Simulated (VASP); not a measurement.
Write the native input for VASP 6.6.1 that does the following.

```
Task                   : single point
Functional             : r2SCAN
Potentials or basis    : VASP PAW PBE potentials, release 64 (Pb_d)
Cutoff                 : 520 eV
k mesh                 : 8 × 8 × 8
Occupations            : fermi-dirac, width 0.1 eV
Spin                   : no spin polarisation
Dipole correction      : no
Further INCAR settings : ALGO = Normal; EDIFF = 1e-06; NBANDS = 21
```

Pb:

```
Pb
1.0
     0.00000    3.47650    3.47650
     3.47650    0.00000    3.47650
     3.47650    3.47650    0.00000
Pb
2
Direct
  0.12500 0.12500 0.12500
  0.87500 0.87500 0.87500
```

This isn't the form of Pb at room conditions, which is fcc.

The input as run:

POSCAR

```
Pb
1.0
    0.0000000000      3.4765015637      3.4765015637
    3.4765015637      0.0000000000      3.4765015637
    3.4765015637      3.4765015637      0.0000000000
Pb
2
Direct
    0.1250000000      0.1250000000      0.1250000000
    0.8750000000      0.8750000000      0.8750000000
```

INCAR.step1

```
SYSTEM = Pb
  PREC = Accurate
  ENCUT = 520
  ISMEAR = -1
  SIGMA = 0.1
  LREAL = .False.
  LASPH = .True.
  NELM = 80
  NBANDS = 21
  GGA = PE
  ALGO = Normal
  EDIFF = 1E-4
  LWAVE = .True.
  LCHARG = .False.
```

INCAR.step2

```
SYSTEM = Pb
  PREC = Accurate
  ENCUT = 520
  EDIFF = 1E-6
  ISMEAR = -1
  SIGMA = 0.1
  LREAL = .False.
  LASPH = .True.
  NELM = 80
  ALGO = Normal
  ISIF = 2
  LWAVE = .False.
  LCHARG = .True.
  METAGGA = R2SCAN
  LMIXTAU = .True.
  LELF = .True.
  LVHAR = .True.
  NBANDS = 21
  ISTART = 1
```

KPOINTS

```
regular mesh
0
Gamma
  8 8 8
  0 0 0
```

Potentials or basis: VASP PAW PBE potentials, release 64 (Pb_d).

Command:

```console
$ cat potpaw_PBE.64/Pb_d/POTCAR > POTCAR
$ cp INCAR.step1 INCAR
$ mpirun -np 1 vasp_std > vasp.out
$ cp INCAR.step2 INCAR
$ mpirun -np 1 vasp_std > vasp.out
```

Results of the run:

```yaml
Pressure: 0.0 GPa
Band_gap_on_the_k_mesh: zero (bands 14 and 15 overlap by 1.15 eV)
```

Caveat: the PAW data sets were made with another functional, which shifts forces and pressure a little; spin-orbit coupling is left out, which moves the levels of the heavy elements.

Wall time 2.5 min on 1 thread of AMD EPYC 9R45 96-Core Processor (Zen 5), on a shared host, peak memory 0.23 GiB.
